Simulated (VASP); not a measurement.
# SnO (P4/nmm) in VASP: single point with PBE+D3(BJ)

Aim: the single point of SnO with PBE+D3(BJ).

All numbers are computed with VASP 6.6.1; they aren't measurements. Logs are shortened: lines on timing, memory, paths and dates and some standing lists are left out, and cuts for length are marked.

## Step 1: The cell of the first run

It takes space group P4/nmm (No. 129, tetragonal). The conventional cell has a = 3.837 Å, b = 3.837 Å, c = 4.759 Å, α = 90.00°, β = 90.00°, γ = 90.00°. Sn (site symmetry 4mm) has 4 O at 2.24 Å within 3.0 Å. O (site symmetry -4m2) has 4 Sn at 2.24 Å and 4 O at 2.71 Å within 3.0 Å.

## Step 2: Single point, PBE+D3(BJ)

Input file POSCAR:

```
SnO
1.0
    3.8365550869      0.0000000000      0.0000000000
    0.0000000000      3.8365550869      0.0000000000
    0.0000000000      0.0000000000      4.7594503381
Sn O
2 2
Direct
    0.5000000000      0.0000000000      0.2434679944
    0.0000000000      0.5000000000      0.7565320056
    0.0000000000      0.0000000000      0.0000000000
    0.5000000000      0.5000000000      0.0000000000
```

Input file INCAR.step1:

```
SYSTEM = SnO
ALGO = Normal
EDIFF = 1E-7
ENCUT = 520
GGA = PE
ISIF = 2
ISMEAR = 0
IVDW = 12
LASPH = .True.
LCHARG = .True.
LREAL = .False.
LWAVE = .False.
NBANDS = 28
NELM = 100
PREC = Accurate
SIGMA = 0.1
```

Input file KPOINTS.step1:

```
k-points
0
Gamma
  12 12 10
  0 0 0
```

Input file INCAR.step2:

```
SYSTEM = SnO
ALGO = Normal
EDIFF = 1E-7
ENCUT = 520
GGA = PE
ICHARG = 11
ISIF = 2
ISMEAR = -5
IVDW = 12
LASPH = .True.
LCHARG = .False.
LORBIT = 10
LREAL = .False.
LWAVE = .False.
NEDOS = 2001
NELM = 100
PREC = Accurate
SIGMA = 0.1
```

Input file KPOINTS.step2:

```
k-points
0
Gamma
  18 18 15
  0 0 0
```

Potentials or basis: VASP PAW PBE potentials, release 64 (Sn_d, O).

Launch:

```bash
$ cat potpaw_PBE.64/Sn_d/POTCAR potpaw_PBE.64/O/POTCAR > POTCAR
$ cp INCAR.step1 INCAR
$ cp KPOINTS.step1 KPOINTS
$ mpirun -np 1 vasp_std > vasp.out
$ cp INCAR.step2 INCAR
$ cp KPOINTS.step2 KPOINTS
$ mpirun -np 1 vasp_std > vasp.out
```

OUTCAR:

```text
SYSTEM = SnO
   EDIFF = 1E-7
   ENCUT = 520
   GGA = PE
   ICHARG = 11
   ISIF = 2
   ISMEAR = -5
   IVDW = 12
   LASPH = .True.
   LORBIT = 10
   LREAL = .False.
   NELM = 100
   PREC = Accurate
 IVDW          = 12

 ion  position               nearest neighbor table
   1  0.500  0.000  0.243-   3 2.24   4 2.24   4 2.24   3 2.24   2 3.57   2 3.57   2 3.57   2 3.57
                             2 3.65   2 3.65   2 3.65   2 3.65
   2  0.000  0.500  0.757-   3 2.24   4 2.24   3 2.24   4 2.24   1 3.57   1 3.57   1 3.57   1 3.57
                             1 3.65   1 3.65   1 3.65   1 3.65
   3  0.000  0.000  0.000-   1 2.24   2 2.24   2 2.24   1 2.24
   4  0.500  0.500  0.000-   1 2.24   2 2.24   1 2.24   2 2.24

  LATTYP: Found a simple tetragonal cell.
 ALAT       =     3.8365550869
 C/A-ratio  =     1.2405531083

  Lattice vectors:

 A1 = (   3.8365550869,   0.0000000000,   0.0000000000)
 A2 = (   0.0000000000,   3.8365550869,   0.0000000000)
 A3 = (   0.0000000000,   0.0000000000,   4.7594503381)

Analysis of symmetry for initial positions (statically):
=====================================================================
 Subroutine PRICEL returns:
 Original cell was already a primitive cell.

 Routine SETGRP: Setting up the symmetry group for a
 simple tetragonal supercell.

 Subroutine GETGRP returns: Found 16 space group operations
 (whereof  8 operations were pure point group operations)
 out of a pool of 16 trial point group operations.

The static configuration has the point symmetry D_2d.
 The point group associated with its full space group is D_4h.

Analysis of symmetry for dynamics (positions and initial velocities):
=====================================================================
 Subroutine PRICEL returns:
 Original cell was already a primitive cell.

 Routine SETGRP: Setting up the symmetry group for a
 simple tetragonal supercell.

 Subroutine GETGRP returns: Found 16 space group operations
 (whereof  8 operations were pure point group operations)
 out of a pool of 16 trial point group operations.

The dynamic configuration has the point symmetry D_2d.
 The point group associated with its full space group is D_4h.

 Subroutine INISYM returns: Found 16 space group operations
 (whereof  8 operations are pure point group operations),
 and found     1 'primitive' translations

----------------------------------------------------------------------------------------

                                     Primitive cell

  volume of cell :      70.0551

  direct lattice vectors                    reciprocal lattice vectors
     3.836555087  0.000000000  0.000000000     0.260650500  0.000000000  0.000000000
     0.000000000  3.836555087  0.000000000     0.000000000  0.260650500  0.000000000
     0.000000000  0.000000000  4.759450338     0.000000000  0.000000000  0.210108296

  length of vectors
     3.836555087  3.836555087  4.759450338     0.260650500  0.260650500  0.210108296

  position of ions in fractional coordinates (direct lattice)
     0.500000000  0.000000000  0.243467994
     0.000000000  0.500000000  0.756532006
     0.000000000  0.000000000  0.000000000
     0.500000000  0.500000000  0.000000000

  ion indices of the primitive-cell ions
   primitive index   ion index
                 1           1
                 2           2
                 3           3
                 4           4

----------------------------------------------------------------------------------------

 KPOINTS: k-points

Automatic generation of k-mesh.
 Grid dimensions read from file:
 generate k-points for:   18   18   15

 Generating k-lattice:

  Cartesian coordinates                     Fractional coordinates (reciprocal lattice)
     0.014480583  0.000000000  0.000000000     0.055555556  0.000000000  0.000000000
     0.000000000  0.014480583  0.000000000     0.000000000  0.055555556  0.000000000
     0.000000000  0.000000000  0.014007220     0.000000000  0.000000000  0.066666667

  Length of vectors
     0.014480583  0.014480583  0.014007220

  Shift w.r.t. Gamma in fractional coordinates (k-lattice)
     0.000000000  0.000000000  0.000000000

 TETIRR: Found   7299 inequivalent tetrahedra from    29160

 Subroutine IBZKPT returns following result:
 ===========================================

 Found    440 irreducible k-points:

 Following reciprocal coordinates:
            Coordinates               Weight
  0.000000  0.000000  0.000000      1.000000
  0.055556  0.000000  0.000000      4.000000
  0.111111  0.000000  0.000000      4.000000
  0.166667  0.000000  0.000000      4.000000
  0.222222  0.000000  0.000000      4.000000
  0.277778  0.000000  0.000000      4.000000
[... 16 lines left out ...]
  0.277778  0.111111  0.000000      8.000000
  0.333333  0.111111  0.000000      8.000000
 [... further k-points ...]
   k-points           NKPTS =    440   k-points in BZ     NKDIM =    440   number of bands    NBANDS=     24
   number of dos      NEDOS =   2001   number of ions     NIONS =      4
   total plane-waves  NPLWV =  32400
   dimension x,y,z NGX =    30 NGY =   30 NGZ =   36
   dimension x,y,z NGXF=    60 NGYF=   60 NGZF=   72
   ions per type =               2   2
   NGX,Y,Z   is equivalent  to a cutoff of  13.00, 13.00, 12.57 a.u.
   NGXF,Y,Z  is equivalent  to a cutoff of  26.00, 26.00, 25.15 a.u.
 SYSTEM =  SnO
   PREC   = accura    normal or accurate (medium, high low for compatibility)
   ISTART =      0    job   : 0-new  1-cont  2-samecut
   ICHARG =     11    charge: 1-file 2-atom 10-const
   ISPIN  =      1    spin polarized calculation?
   LNONCOLLINEAR =      F non collinear calculations
   LSORBIT =      F    spin-orbit coupling
   LASPH  =      T    aspherical Exc in radial PAW
   ENCUT  =  520.0 eV  38.22 Ry    6.18 a.u.   7.13  7.13  8.85*2*pi/ulx,y,z
   NELM   =    100;   NELMIN=  2; NELMDL=  0     # of ELM steps
   EDIFF  = 0.1E-06   stopping-criterion for ELM
   LREAL  =      F    real-space projection
   EDIFFG = 0.1E-05   stopping-criterion for IOM
   NSW    =      0    number of steps for IOM
   IBRION =     -1    ionic relax: 0-MD 1-quasi-New 2-CG
   NFREE  =      0    steps in history (QN), initial steepest desc. (CG)
   ISIF   =      2    stress and relaxation
   ISYM   =      2    0-nonsym 1-usesym 2-fastsym
   POTIM  = 0.5000    time-step for ionic-motion
   TEBEG  =    0.0;   TEEND  =   0.0 temperature during run
   PSTRESS=    0.0 pullay stress
   NELECT =      40.0000    total number of electrons
   NUPDOWN=      -1.0000    fix difference up-down
   EMIN   =  10.00;   EMAX   =-10.00  energy-range for DOS
   EFERMI =   0.00;   METHOD = LEGACY
   ISMEAR =    -5;   SIGMA  =   0.10  broadening in eV -4-tet -1-fermi 0-gaus
   EFERMI_NEDOS =   21; number of points for ismear=-14 and -15
   IALGO  =     38    algorithm
   IMIX   =      4    mixing-type and parameters
     AMIX     =   0.40;   BMIX     =  1.00
     AMIX_MAG =   1.60;   BMIX_MAG =  1.00
  volume/ion in A,a.u.               =      17.51       118.19
  Fermi-wavevector in a.u.,A,eV,Ry     =   1.358152  2.566534 25.096979  1.844576
  Thomas-Fermi vector in A             =   2.485009
   LORBIT       =     10    0 simple, 1 ext, 2 COOP (PROOUT), +10 PAW based schemes
   GGA     = PE    functional components
   LHFCALC =     F    Hartree Fock is set to
   AEXX    =    0.0000 exact exchange contribution
   IVDW    =    12    specifies the selected vdW correction
   LEPSILON=     F    determine dielectric tensor
   LRPA    =     F    only Hartree local field effects (RPA)
 non-spin polarized calculation
 Fermi weights with tetrahedron method with Bloechl corrections
  energy-cutoff  :      520.00
  volume of cell :       70.06
 maximum number of plane-waves:      1920
 NGX is ok and might be reduce to    30

 number of electron      40.0000015 magnetization

 Free energy of the ion-electron system (eV)
  ---------------------------------------------------
  ext. energy  EPLUGINS =         0.00000000
  ---------------------------------------------------
  free energy    TOTEN  =       -22.68922922 eV

  energy without entropy =      -22.68922922  energy(sigma->0) =      -22.68922922

 E-fermi :   7.1006     XC(G=0): -10.2782

 val. band max:        7.1008496546   @ k =   0.0556   0.0556   0.0000
 cond. band min:       7.0968887203   @ k =   0.5000   0.5000   0.0000
 fundamental gap:     -0.0039609343
 Fermi energy:         7.1006125924

 k-point     1 :       0.0000    0.0000    0.0000
  band No.  band energies     occupation
      1     -14.8329      2.00000
      2     -14.4386      2.00000
      3     -14.4386      2.00000
      4     -14.4315      2.00000
      5     -14.3956      2.00000
      6     -14.3887      2.00000
[... 16 lines left out ...]
     23      11.6282      0.00000
     24      11.7807      0.00000

 k-point     2 :       0.0556    0.0000    0.0000
  band No.  band energies     occupation
      1     -14.8310      2.00000
      2     -14.4381      2.00000
      3     -14.4378      2.00000
      4     -14.4308      2.00000
      5     -14.3957      2.00000
      6     -14.3876      2.00000
[... 16 lines left out ...]
     23      11.6478      0.00000
     24      11.9659      0.00000

 k-point     3 :       0.1111    0.0000    0.0000
  band No.  band energies     occupation
      1     -14.8257      2.00000
      2     -14.4365      2.00000
      3     -14.4353      2.00000
      4     -14.4303      2.00000
      5     -14.3960      2.00000
      6     -14.3844      2.00000
[... 16 lines left out ...]
     23      11.7060      0.00000
     24      12.1386      0.00000
[... 514 lines left out ...]
 k-point    23 :       0.2778    0.1111    0.0000
  band No.  band energies     occupation
      1     -14.7892      2.00000
      2     -14.5476      2.00000
      3     -14.4349      2.00000
      4     -14.4078      2.00000
      5     -14.4037      2.00000
      6     -14.3957      2.00000
[... 16 lines left out ...]
     23      11.5016      0.00000
     24      11.7596      0.00000

 k-point    24 :       0.3333    0.1111    0.0000
  band No.  band energies     occupation
      1     -14.7739      2.00000
      2     -14.5937      2.00000
      3     -14.4293      2.00000
      4     -14.4051      2.00000
      5     -14.3981      2.00000
      6     -14.3954      2.00000
[... 16 lines left out ...]
     23      11.7342      0.00000
     24      12.0089      0.00000

 [... further k-points ...]

------------------------ aborting loop because EDIFF is reached ----------------------------------------

 Edisp (eV)   -0.93954

 E8    (eV) :    -0.4077

  FORCE on cell =-STRESS in cart. coord.  units (eV):
  Direction    XX          YY          ZZ          XY          YZ          ZX
  --------------------------------------------------------------------------------------
  -------------------------------------------------------------------------------------
  Total       0.16349     0.16349     0.14359     0.00000     0.00000     0.00000
  in kB       3.73902     3.73902     3.28403     0.00000     0.00000     0.00000
  external pressure =        3.59 kB  Pullay stress =        0.00 kB

 VOLUME and BASIS-vectors are now :
 -----------------------------------------------------------------------------
  energy-cutoff  :      520.00
  volume of cell :       70.06
      direct lattice vectors                 reciprocal lattice vectors
     3.836555087  0.000000000  0.000000000     0.260650500  0.000000000  0.000000000
     0.000000000  3.836555087  0.000000000     0.000000000  0.260650500  0.000000000
     0.000000000  0.000000000  4.759450338     0.000000000  0.000000000  0.210108296

 POSITION                                       TOTAL-FORCE (eV/Angst)
 -----------------------------------------------------------------------------------
      1.91828      0.00000      1.15877         0.000000      0.000000      0.066168
      0.00000      1.91828      3.60068         0.000000     -0.000000     -0.066168
      0.00000      0.00000      0.00000         0.000000     -0.000000      0.000000
      1.91828      1.91828      0.00000         0.000000      0.000000      0.000000
 -----------------------------------------------------------------------------------
    total drift:                                0.000000      0.000000      0.000000

  FREE ENERGIE OF THE ION-ELECTRON SYSTEM (eV)
  ---------------------------------------------------
  free  energy   TOTEN  =       -23.6287721992 eV

  energy  without entropy=      -23.6287721992  energy(sigma->0) =      -23.62877220

 total charge

# of ion       s       p       d       tot
------------------------------------------
    1        1.256   0.782  10.071  12.109
    2        1.256   0.782  10.071  12.109
    3        1.577   3.428   0.000   5.005
    4        1.577   3.428   0.000   5.005
--------------------------------------------------
tot          5.666   8.419  20.141  34.226
```

It took 17 min on 1 thread of Intel Xeon 8259CL, shared host; peak memory 0.66 GiB.

What came out:

- Valence electrons inside the program's atomic spheres: Sn 12.11; O 5.00
- Dispersion energy per atom: -0.235 eV

Levels at points of the mesh, in eV from the Fermi level:
```tsv
k point	band 18	band 19	band 20	band 21	band 22	band 23
(0.00, 0.00, 0.00)	-3.05	-3.05	-0.01	2.16	4.53	4.53
(0.50, 0.00, 0.00)	-4.70	-2.67	-2.67	3.29	3.29	5.80
(0.50, 0.50, 0.00)	-2.41	-1.86	-1.86	0.00	0.00	4.55
```

Caveat: spin-orbit coupling is left out, which moves the levels of the heavy elements; tetrahedron occupations give inexact forces and stress in metals.
